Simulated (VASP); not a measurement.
# C (P6_3/mmc) in VASP: further runs

Runs on C. Level: PBE. Tasks: single point.

The COD entry that gives the cell may itself be a prediction, so a difference from it is no test against experiment.

Program: VASP 6.6.1. These are calculated values, not measurements. Logs are shortened: lines on timing, memory, paths and dates and some standing lists are left out, and cuts for length are marked.

**1. The cell of the first run**

It takes space group P6_3/mmc (No. 194, hexagonal). The conventional cell has a = 2.476 Å, b = 2.476 Å, c = 13.051 Å, α = 90.00°, β = 90.00°, γ = 120.00°. Within 2.0 Å of C (site symmetry 3m) lie 4 C at 1.53 to 1.65 Å. C (site symmetry 3m) has 4 C at 1.53 to 1.62 Å within 2.0 Å. C (site symmetry 3m) has 4 C at 1.53 to 1.62 Å within 2.0 Å.

**2. Single point, PBE**

The input, INCAR:

```
SYSTEM = C
PREC = Accurate
ENCUT = 520
EDIFF = 1E-6
ISMEAR = 0
SIGMA = 0.05
LREAL = .FALSE.
LASPH = .TRUE.
NELM = 100
ALGO = Normal
ISIF = 2
LWAVE = .FALSE.
LCHARG = .FALSE.
GGA = PE
NBANDS = 36
```

The input, KPOINTS:

```
regular mesh
0
G
  12 12 2
  0 0 0
```

The input, POSCAR:

```
C
1.0
    2.4764000000      0.0000000000      0.0000000000
   -1.2382000000      2.1446253099      0.0000000000
    0.0000000000      0.0000000000     13.0506000000
C
12
Direct
    0.0000000000      0.0000000000      0.1868593266
    0.0000000000      0.0000000000      0.6868593266
    0.0000000000      0.0000000000      0.3131406734
    0.0000000000      0.0000000000      0.8131406734
    0.3333333333      0.6666666667      0.5207665411
    0.6666666667      0.3333333333      0.0207665411
    0.3333333333      0.6666666667      0.9792334589
    0.6666666667      0.3333333333      0.4792334589
    0.3333333333      0.6666666667      0.6450950823
    0.6666666667      0.3333333333      0.1450950823
    0.3333333333      0.6666666667      0.8549049177
    0.6666666667      0.3333333333      0.3549049177
```

Potentials or basis: VASP PAW PBE potentials, release 64 (C).

Launch:

```bash
cat potpaw_PBE.64/C/POTCAR > POTCAR
mpirun -np 1 vasp_std > vasp.out
```

OUTCAR:

```text
SYSTEM = C
   PREC = Accurate
   ENCUT = 520
   EDIFF = 1E-6
   ISMEAR = 0
   LREAL = .FALSE.
   LASPH = .TRUE.
   NELM = 100
   ISIF = 2
   GGA = PE

 ion  position               nearest neighbor table
   1  0.000  0.000  0.187-  10 1.53  10 1.53  10 1.53   3 1.65
   2  0.000  0.000  0.687-   9 1.53   9 1.53   9 1.53   4 1.65
   3  0.000  0.000  0.313-  12 1.53  12 1.53  12 1.53   1 1.65
   4  0.000  0.000  0.813-  11 1.53  11 1.53  11 1.53   2 1.65
   5  0.333  0.667  0.521-   8 1.53   8 1.53   8 1.53   9 1.62
   6  0.667  0.333  0.021-   7 1.53   7 1.53   7 1.53  10 1.62
   7  0.333  0.667  0.979-   6 1.53   6 1.53   6 1.53  11 1.62
   8  0.667  0.333  0.479-   5 1.53   5 1.53   5 1.53  12 1.62
   9  0.333  0.667  0.645-   2 1.53   2 1.53   2 1.53   5 1.62
  10  0.667  0.333  0.145-   1 1.53   1 1.53   1 1.53   6 1.62
  11  0.333  0.667  0.855-   4 1.53   4 1.53   4 1.53   7 1.62
  12  0.667  0.333  0.355-   3 1.53   3 1.53   3 1.53   8 1.62

  LATTYP: Found a hexagonal cell.
 ALAT       =     2.4764000000
 C/A-ratio  =     5.2699886933

  Lattice vectors:

 A1 = (   2.4764000000,   0.0000000000,   0.0000000000)
 A2 = (  -1.2382000000,   2.1446253099,   0.0000000000)
 A3 = (   0.0000000000,   0.0000000000,  13.0506000000)

Analysis of symmetry for initial positions (statically):
=====================================================================
 Subroutine PRICEL returns:
 Original cell was already a primitive cell.

 Routine SETGRP: Setting up the symmetry group for a
 hexagonal supercell.

 Subroutine GETGRP returns: Found 24 space group operations
 (whereof 12 operations were pure point group operations)
 out of a pool of 24 trial point group operations.

The static configuration has the point symmetry D_3d.
 The point group associated with its full space group is D_6h.

Analysis of symmetry for dynamics (positions and initial velocities):
=====================================================================
 Subroutine PRICEL returns:
 Original cell was already a primitive cell.

 Routine SETGRP: Setting up the symmetry group for a
 hexagonal supercell.

 Subroutine GETGRP returns: Found 24 space group operations
 (whereof 12 operations were pure point group operations)
 out of a pool of 24 trial point group operations.

The dynamic configuration has the point symmetry D_3d.
 The point group associated with its full space group is D_6h.

 Subroutine INISYM returns: Found 24 space group operations
 (whereof 12 operations are pure point group operations),
 and found     1 'primitive' translations

----------------------------------------------------------------------------------------

                                     Primitive cell

  volume of cell :      69.3111

  direct lattice vectors                    reciprocal lattice vectors
     2.476400000  0.000000000  0.000000000     0.403811985  0.233140958  0.000000000
    -1.238200000  2.144625310  0.000000000     0.000000000  0.466281917  0.000000000
     0.000000000  0.000000000 13.050600000     0.000000000  0.000000000  0.076624830

  length of vectors
     2.476400000  2.476400000 13.050600000     0.466281917  0.466281917  0.076624830

  position of ions in fractional coordinates (direct lattice)
     0.000000000  0.000000000  0.186859327
     0.000000000  0.000000000  0.686859327
     0.000000000  0.000000000  0.313140673
     0.000000000  0.000000000  0.813140673
     0.333333333  0.666666667  0.520766541
     0.666666667  0.333333333  0.020766541
     0.333333333  0.666666667  0.979233459
     0.666666667  0.333333333  0.479233459
     0.333333333  0.666666667  0.645095082
     0.666666667  0.333333333  0.145095082
     0.333333333  0.666666667  0.854904918
     0.666666667  0.333333333  0.354904918

  ion indices of the primitive-cell ions
   primitive index   ion index
                 1           1
                 2           2
                 3           3
                 4           4
                 5           5
                 6           6
                 7           7
                 8           8
                 9           9
                10          10
                11          11
                12          12

----------------------------------------------------------------------------------------

 KPOINTS: regular mesh

Automatic generation of k-mesh.
 Grid dimensions read from file:
 generate k-points for:   12   12    2

 Generating k-lattice:

  Cartesian coordinates                     Fractional coordinates (reciprocal lattice)
     0.033650999  0.019428413  0.000000000     0.083333333  0.000000000  0.000000000
     0.000000000  0.038856826  0.000000000     0.000000000  0.083333333  0.000000000
     0.000000000  0.000000000  0.038312415     0.000000000  0.000000000  0.500000000

  Length of vectors
     0.038856826  0.038856826  0.038312415

  Shift w.r.t. Gamma in fractional coordinates (k-lattice)
     0.000000000  0.000000000  0.000000000

 Subroutine IBZKPT returns following result:
 ===========================================

 Found     38 irreducible k-points:

 Following reciprocal coordinates:
            Coordinates               Weight
  0.000000  0.000000  0.000000      1.000000
  0.083333  0.000000  0.000000      6.000000
  0.166667  0.000000  0.000000      6.000000
  0.250000  0.000000  0.000000      6.000000
  0.333333 -0.000000  0.000000      6.000000
  0.416667  0.000000  0.000000      6.000000
[... 16 lines left out ...]
  0.250000  0.000000  0.500000      6.000000
  0.333333 -0.000000  0.500000      6.000000
 [... further k-points ...]
   k-points           NKPTS =     38   k-points in BZ     NKDIM =     38   number of bands    NBANDS=     36
   number of dos      NEDOS =    301   number of ions     NIONS =     12
   total plane-waves  NPLWV =  31752
   dimension x,y,z NGX =    18 NGY =   18 NGZ =   98
   dimension x,y,z NGXF=    36 NGYF=   36 NGZF=  196
   ions per type =              12
   NGX,Y,Z   is equivalent  to a cutoff of  12.08, 12.08, 12.48 a.u.
   NGXF,Y,Z  is equivalent  to a cutoff of  24.17, 24.17, 24.97 a.u.
 SYSTEM =  C
   PREC   = accura    normal or accurate (medium, high low for compatibility)
   ISTART =      0    job   : 0-new  1-cont  2-samecut
   ICHARG =      2    charge: 1-file 2-atom 10-const
   ISPIN  =      1    spin polarized calculation?
   LNONCOLLINEAR =      F non collinear calculations
   LSORBIT =      F    spin-orbit coupling
   LASPH  =      T    aspherical Exc in radial PAW
   ENCUT  =  520.0 eV  38.22 Ry    6.18 a.u.   4.60  4.60 24.27*2*pi/ulx,y,z
   NELM   =    100;   NELMIN=  2; NELMDL= -5     # of ELM steps
   EDIFF  = 0.1E-05   stopping-criterion for ELM
   LREAL  =      F    real-space projection
   EDIFFG = 0.1E-04   stopping-criterion for IOM
   NSW    =      0    number of steps for IOM
   IBRION =     -1    ionic relax: 0-MD 1-quasi-New 2-CG
   NFREE  =      0    steps in history (QN), initial steepest desc. (CG)
   ISIF   =      2    stress and relaxation
   ISYM   =      2    0-nonsym 1-usesym 2-fastsym
   POTIM  = 0.5000    time-step for ionic-motion
   TEBEG  =    0.0;   TEEND  =   0.0 temperature during run
   PSTRESS=    0.0 pullay stress
   NELECT =      48.0000    total number of electrons
   NUPDOWN=      -1.0000    fix difference up-down
   EMIN   =  10.00;   EMAX   =-10.00  energy-range for DOS
   EFERMI =   0.00;   METHOD = LEGACY
   ISMEAR =     0;   SIGMA  =   0.05  broadening in eV -4-tet -1-fermi 0-gaus
   EFERMI_NEDOS =   21; number of points for ismear=-14 and -15
   IALGO  =     38    algorithm
   IMIX   =      4    mixing-type and parameters
     AMIX     =   0.40;   BMIX     =  1.00
     AMIX_MAG =   1.60;   BMIX_MAG =  1.00
  volume/ion in A,a.u.               =       5.78        38.98
  Fermi-wavevector in a.u.,A,eV,Ry     =   1.448397  2.737074 28.543043  2.097854
  Thomas-Fermi vector in A             =   2.566243
   LORBIT       =      0    0 simple, 1 ext, 2 COOP (PROOUT), +10 PAW based schemes
   GGA     = PE    functional components
   LHFCALC =     F    Hartree Fock is set to
   AEXX    =    0.0000 exact exchange contribution
   IVDW    =     0    specifies the selected vdW correction
   LEPSILON=     F    determine dielectric tensor
   LRPA    =     F    only Hartree local field effects (RPA)
 non-spin polarized calculation
 Gauss-broadening in eV      SIGMA  =   0.05
  energy-cutoff  :      520.00
  volume of cell :       69.31
 maximum number of plane-waves:      1898
   NGX =  9   NGY =  9   NGZ = 49

 number of electron      47.9999990 magnetization

 Free energy of the ion-electron system (eV)
  ---------------------------------------------------
  ext. energy  EPLUGINS =         0.00000000
  ---------------------------------------------------
  free energy    TOTEN  =      -108.32706857 eV

  energy without entropy =     -108.32706857  energy(sigma->0) =     -108.32706857

 E-fermi :   9.8577     XC(G=0): -13.1602

 val. band max:        9.5770052224   @ k =   0.0000   0.0000   0.0000
 cond. band min:      13.3573821511   @ k =   0.0000   0.0000   0.0000
 fundamental gap:      3.7803769287
 Fermi energy:         9.8576604839

 k-point     1 :       0.0000    0.0000    0.0000
  band No.  band energies     occupation
      1     -11.8009      2.00000
      2     -11.1694      2.00000
      3     -11.0760      2.00000
      4      -9.1971      2.00000
      5      -9.1410      2.00000
      6      -7.0884      2.00000
[... 28 lines left out ...]
     35      17.7913      0.00000
     36      18.2668      0.00000
[... 866 lines left out ...]
      6      -5.2941      2.00000
[... 28 lines left out ...]
     35      18.7305      0.00000
     36      18.7305      0.00000

 [... further k-points ...]

------------------------ aborting loop because EDIFF is reached ----------------------------------------

  FORCE on cell =-STRESS in cart. coord.  units (eV):
  Direction    XX          YY          ZZ          XY          YZ          ZX
  --------------------------------------------------------------------------------------
  -------------------------------------------------------------------------------------
  Total        9.2446182      9.2446182    -22.0985084      0.0000000      0.0000000      0.0000000
  in kB      213.6962311    213.6962311   -510.8234683      0.0000000      0.0000000      0.0000000
  external PRESSURE =     -27.8103354 kB  Pullay stress =       0.0000000 kB

 VOLUME and BASIS-vectors are now :
 -----------------------------------------------------------------------------
  energy-cutoff  :      520.00
  volume of cell :       69.31
      direct lattice vectors                 reciprocal lattice vectors
     2.476400000  0.000000000  0.000000000     0.403811985  0.233140958  0.000000000
    -1.238200000  2.144625310  0.000000000     0.000000000  0.466281917  0.000000000
     0.000000000  0.000000000 13.050600000     0.000000000  0.000000000  0.076624830

 POSITION                                       TOTAL-FORCE (eV/Angst)
 -----------------------------------------------------------------------------------
      0.00000      0.00000      2.43863        -0.000000     -0.000000     -0.111445
      0.00000      0.00000      8.96393         0.000000      0.000000     -0.111445
      0.00000      0.00000      4.08667         0.000000     -0.000000      0.111445
      0.00000      0.00000     10.61197         0.000000      0.000000      0.111445
     -0.00000      1.42975      6.79632        -0.000000      0.000000     -0.061426
      1.23820      0.71488      0.27102         0.000000     -0.000000     -0.061426
     -0.00000      1.42975     12.77958        -0.000000      0.000000      0.061426
      1.23820      0.71488      6.25428         0.000000      0.000000      0.061426
     -0.00000      1.42975      8.41888         0.000000     -0.000000      0.171576
      1.23820      0.71488      1.89358        -0.000000      0.000000      0.171576
     -0.00000      1.42975     11.15702         0.000000      0.000000     -0.171576
      1.23820      0.71488      4.63172        -0.000000      0.000000     -0.171576
 -----------------------------------------------------------------------------------
    total drift:                                0.000000     -0.000000      0.000000

  FREE ENERGIE OF THE ION-ELECTRON SYSTEM (eV)
  ---------------------------------------------------
  free  energy   TOTEN  =      -108.3270685709 eV

  energy  without entropy=     -108.3270685709  energy(sigma->0) =     -108.32706857
```

It took 34 s on 1 thread of Intel Xeon 6975P-C (Granite Rapids), shared host; peak memory 0.2 GiB.

Results:

```yaml
Free_energy: -108.3271 eV
Pressure: -2.8 GPa
Largest_force: 0.172 eV/Å
Band_gap_on_the_k_mesh: 3.78 eV, direct
```

Forces in eV/Å, atoms in the order of the input:
```
C    0.000  0.000 -0.111
C    0.000  0.000 -0.111
C    0.000  0.000  0.111
C    0.000  0.000  0.111
C    0.000  0.000 -0.061
C    0.000  0.000 -0.061
C    0.000  0.000  0.061
C    0.000  0.000  0.061
C    0.000  0.000  0.172
C    0.000  0.000  0.172
C    0.000  0.000 -0.172
C    0.000  0.000 -0.172
```

Stress tensor (GPa, compression positive):
```
 21.37   0.00   0.00
  0.00  21.37   0.00
  0.00   0.00 -51.08
```

A k mesh can miss the band edges. As with any semilocal functional, this PBE gap is likely too small.

**3. Single point, PBE**

This run uses another cell than the first one, of 6.03 Å³/atom, 1.044 times its volume.

The input, INCAR:

```
SYSTEM = C
  PREC = Accurate
  ENCUT = 520
  EDIFF = 1E-7
  ISMEAR = 0
  SIGMA = 0.05
  LREAL = .FALSE.
  LASPH = .TRUE.
  NELM = 60
  ALGO = Normal
  ISIF = 2
  LWAVE = .FALSE.
  LCHARG = .FALSE.
  GGA = PE
  NBANDS = 36
```

KPOINTS is that of step 2.

Changes to POSCAR since step 2:

```diff
@@ -2,5 +2,5 @@
 1.0
-    2.4764000000      0.0000000000      0.0000000000
-   -1.2382000000      2.1446253099      0.0000000000
-    0.0000000000      0.0000000000     13.0506000000
+    2.6088000000      0.0000000000      0.0000000000
+   -1.3044000000      2.2592870734      0.0000000000
+    0.0000000000      0.0000000000     12.2737000000
 C
```

Potentials or basis: VASP PAW PBE potentials, release 64 (C).

Launch:

```bash
cat potpaw_PBE.64/C/POTCAR > POTCAR
mpirun -np 1 vasp_std > vasp.out
```

It took 88 s on 1 thread of Intel Xeon 6975P-C (Granite Rapids), shared host; peak memory 0.21 GiB.

It converged, with:

* Free energy: -108.4325 eV
* Pressure: -20.3 GPa
* Largest force: 0.147 eV/Å
* Band gap on the k mesh: 3.86 eV, indirect (least direct gap 4.73 eV)

Forces in eV/Å, atoms in the order of the input:
```
C    0.000  0.000 -0.147
C    0.000  0.000 -0.147
C    0.000  0.000  0.147
C    0.000  0.000  0.147
C    0.000  0.000 -0.141
C    0.000  0.000 -0.141
C    0.000  0.000  0.141
C    0.000  0.000  0.141
C    0.000  0.000  0.036
C    0.000  0.000  0.036
C    0.000  0.000 -0.036
C    0.000  0.000 -0.036
```

Stress tensor (GPa, compression positive):
```
-36.84   0.00   0.00
  0.00 -36.84   0.00
  0.00   0.00  12.81
```

Levels at points of the mesh, in eV from the valence-band top:
| k point | band 21 | band 22 | band 23 | band 24 | band 25 | band 26 | band 27 | band 28 |
| --- | --- | --- | --- | --- | --- | --- | --- | --- |
| (0.00, 0.00, 0.00) | -1.12 | -0.24 | 0.00 | 0.00 | 4.73 | 4.73 | 5.93 | 5.93 |
| (0.50, 0.00, 0.00) | -3.87 | -3.81 | -3.41 | -2.56 | 3.86 | 4.51 | 4.64 | 5.98 |
| (0.00, 0.00, 0.50) | -0.38 | -0.38 | -0.38 | -0.38 | 5.17 | 5.17 | 5.17 | 5.17 |
| (0.50, 0.00, 0.50) | -3.51 | -3.51 | -2.95 | -2.95 | 4.04 | 4.04 | 5.43 | 5.43 |

A k mesh can miss the band edges.
